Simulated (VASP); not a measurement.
A run of VASP 6.6.1 is set up as follows.

File POSCAR:

```
Al2Pt
1.0
    4.1745129724      0.0000000000      0.0000000000
    0.0000000000      5.9036528618      0.0000000000
    0.0000000000      0.0000000000     18.0873000000
Pt Al
2 4
Direct
    0.0000000000      0.1250000000      0.4502358686
    0.5000000000      0.6250000000      0.5497656630
    0.5000000000      0.8906672823      0.4463548768
    0.5000000000      0.3593327177      0.4463548768
    0.0000000000      0.3906724025      0.5536443574
    0.0000000000      0.8593275975      0.5536443574
```

The input INCAR.step1:

```
SYSTEM = Al2Pt
PREC = Accurate
ENCUT = 520
ISMEAR = -1
SIGMA = 0.05
LREAL = .FALSE.
LASPH = .TRUE.
NELM = 60
LDIPOL = .TRUE.
IDIPOL = 3
DIPOL = 0.5 0.5 0.500
NBANDS = 25
GGA = PE
ALGO = Normal
EDIFF = 1E-4
LWAVE = .TRUE.
LCHARG = .FALSE.
```

INCAR.step2

```
SYSTEM = Al2Pt
PREC = Accurate
ENCUT = 520
EDIFF = 1E-6
ISMEAR = -1
SIGMA = 0.05
LREAL = .FALSE.
LASPH = .TRUE.
NELM = 60
ALGO = Normal
ISIF = 2
LWAVE = .FALSE.
LCHARG = .FALSE.
LDIPOL = .TRUE.
IDIPOL = 3
DIPOL = 0.5 0.5 0.500
METAGGA = R2SCAN
LMIXTAU = .TRUE.
NBANDS = 25
ISTART = 1
```

The input KPOINTS:

```
regular mesh
0
G
  9 6 1
  0 0 0
```

Potentials or basis: VASP PAW PBE potentials, release 64 (Pt, Al).

The run is started by

```console
$ cat potpaw_PBE.64/Pt/POTCAR potpaw_PBE.64/Al/POTCAR > POTCAR
$ cp INCAR.step1 INCAR
$ mpirun -np 1 vasp_std > vasp.out
$ cp INCAR.step2 INCAR
$ mpirun -np 1 vasp_std > vasp.out
```

Question: Estimate the band gap on the k mesh.

Answer: Zero (bands 16 and 17 overlap by 0.94 eV).

Question: Predict the largest force.

Answer: 0.020 eV/Å.

Forces in eV/Å, atoms in the order of the input:
```
Pt   0.000  0.000 -0.002
Pt   0.000  0.000  0.002
Al   0.000  0.003  0.020
Al   0.000 -0.003  0.020
Al   0.000  0.003 -0.020
Al   0.000 -0.003 -0.020
```

Caveat: the PAW data sets were made with another functional, which shifts forces and pressure a little; spin-orbit coupling is left out, which moves the levels of the heavy elements.
